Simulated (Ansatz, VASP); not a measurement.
# TaN in VASP and in Ansatz

INCAR

```
SYSTEM = TaN
  ALGO = Normal
  EDIFF = 1E-6
  ENCUT = 520
  GGA = RP
  ISIF = 2
  ISMEAR = 0
  LASPH = .TRUE.
  LCHARG = .FALSE.
  LREAL = .FALSE.
  LWAVE = .FALSE.
  NBANDS = 24
  NELM = 100
  PREC = Accurate
  SIGMA = 0.15
```

KPOINTS

```
k-points
0
G
  15 15 8
  0 0 0
```

Contents of POSCAR:

```
TaN
1.0
    2.8891806446      0.0000000000      0.0000000000
   -1.4445903223      2.5021038344      0.0000000000
    0.0000000000      0.0000000000      5.8600190937
Ta N
2 2
Direct
   -0.0491488825      0.0000000000      0.0000000000
    0.0491488825      0.0000000000      0.5000000000
    0.3333333333      0.6666666667      0.2500000000
    0.6666666667      0.3333333333      0.7500000000
```

Input for Ansatz:

```yaml
crystal:
  lattice:
    - [2.8891806446, 0.0, 0.0]
    - [-1.4445903223, 2.5021038344, 0.0]
    - [0.0, 0.0, 5.8600190937]
  atoms:
    - { symbol: Ta, position: [-0.0491488825, 0.0, 0.0] }
    - { symbol: Ta, position: [0.0491488825, 0.0, 0.5] }
    - { symbol: "N", position: [0.3333333333, 0.6666666667, 0.25] }
    - { symbol: "N", position: [0.6666666667, 0.3333333333, 0.75] }
kpoints:
  mp_grid: { grid: [15, 15, 8] }
hamiltonian:
  xc: rpbe
  pseudopotentials: { kind: paw, azcp: { folder: soft_1 } }
scf:
  occupations: { method: gaussian, width: 0.15 }
output:
  forces: true
  eigenvalues: true
  stress: true
```

Alike in both runs: task single point; functional RPBE; k mesh 15 × 15 × 8; occupations gaussian, width 0.15 eV; no spin polarisation.

```csv
,VASP,Ansatz
version,VASP 6.6.1,Ansatz 0.2.0
potentials or method,"VASP PAW PBE potentials, release 64 (Ta_pv, N)","scalar-relativistic, plane waves, PAW"
plane-wave cutoff (eV),520,420
valence electrons in the cell,32,36
```

|  | VASP | Ansatz | Ansatz less VASP |
| --- | --- | --- | --- |
| gap on the k mesh at the Fermi level (eV) | none | none | - |
| pressure (GPa) | 18.9 | 18.0 | -0.92 |
| traceless stress, the component that is largest in VASP (GPa) | 3.33 | 3.22 | -0.109 |
| rms of the force components (eV/Å) | 0.831 | 0.825 | -0.0056 |

VASP's potentials were made for PBE, not for RPBE. Atom by atom the forces differ by 0.006 eV/Å (rms over components). A gap of «none» marks a metal or a gap that the smearing closes. With one functional, cell and mesh, what is left measures potentials, basis and numerics. VASP's potentials hold 32 valence electrons a cell and Ansatz's 36, so a difference there can come from the potentials and not from the codes.

Neither program's run includes spin-orbit coupling.
